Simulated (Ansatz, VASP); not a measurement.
**Two plane-wave programs on MgO**

File POSCAR:

```
MgO
1.0
    3.4841042127      0.0000000000      0.0000000000
   -1.7420521064      3.0173227576      0.0000000000
    0.0000000000      0.0000000000      4.1856875957
Mg O
2 2
Direct
    0.6666666667      0.3333333333      0.7500000000
    0.3333333333      0.6666666667      0.2500000000
    0.6838222092      0.2864635194      0.2500000000
    0.3333333333      0.6666666667      0.7500000000
```

INCAR.step1

```
SYSTEM = MgO
  ALGO = Normal
  EDIFF = 1E-4
  ENCUT = 520
  GGA = PE
  ISMEAR = 0
  LASPH = .TRUE.
  LCHARG = .FALSE.
  LREAL = .FALSE.
  LWAVE = .TRUE.
  NBANDS = 16
  NELM = 80
  PREC = Accurate
  SIGMA = 0.05
```

File INCAR.step2:

```
SYSTEM = MgO
  ALGO = Normal
  EDIFF = 1E-6
  ENCUT = 520
  ISIF = 2
  ISMEAR = 0
  ISTART = 1
  LASPH = .TRUE.
  LCHARG = .FALSE.
  LMIXTAU = .TRUE.
  LREAL = .FALSE.
  LWAVE = .FALSE.
  METAGGA = R2SCAN
  NBANDS = 16
  NELM = 80
  PREC = Accurate
  SIGMA = 0.05
```

The input KPOINTS:

```
k-points
0
G
  6 6 6
  0 0 0
```

Input for Ansatz:

```yaml
crystal:
  lattice:
    - [3.4841042127, 0.0, 0.0]
    - [-1.7420521064, 3.0173227576, 0.0]
    - [0.0, 0.0, 4.1856875957]
  atoms:
    - { symbol: Mg, position: [0.6666666667, 0.3333333333, 0.75] }
    - { symbol: Mg, position: [0.3333333333, 0.6666666667, 0.25] }
    - { symbol: O, position: [0.6838222092, 0.2864635194, 0.25] }
    - { symbol: O, position: [0.3333333333, 0.6666666667, 0.75] }
basis:
  ecutwfc: 500
kpoints:
  mp_grid: { grid: [6, 6, 6] }
hamiltonian:
  xc: r2scan
scf:
  occupations: { method: gaussian, width: 0.05 }
output:
  forces: true
  stress: true
  eigenvalues: true
```

Alike in both runs: task single point; functional r2SCAN; k mesh 6 × 6 × 6; occupations gaussian, width 0.05 eV; no spin polarisation.

|  | VASP | Ansatz |
| --- | --- | --- |
| version | VASP 6.6.1 | Ansatz 0.2.0 |
| potentials or method | VASP PAW PBE potentials, release 64 (Mg, O), cutoff 520 eV | scalar-relativistic, plane waves, PAW |
| valence electrons in the cell | 16 | 32 |

```tsv
	VASP	Ansatz	Ansatz less VASP
gap on the k mesh at the Fermi level (eV)	4.00	4.01	+0.014
least direct gap on the mesh (eV)	4.00	4.01	+0.014
pressure (GPa)	1.0	1.7	+0.74
traceless stress, the component that is largest in VASP (GPa)	5.97	5.79	-0.184
rms of the force components (eV/Å)	0.697	0.688	-0.0089
```

VASP's potentials were made for PBE, not for r2SCAN. Atom by atom the forces differ by 0.009 eV/Å (rms over components). VASP's potentials hold 16 valence electrons a cell and Ansatz's 32, so a difference there can come from the potentials and not from the codes.
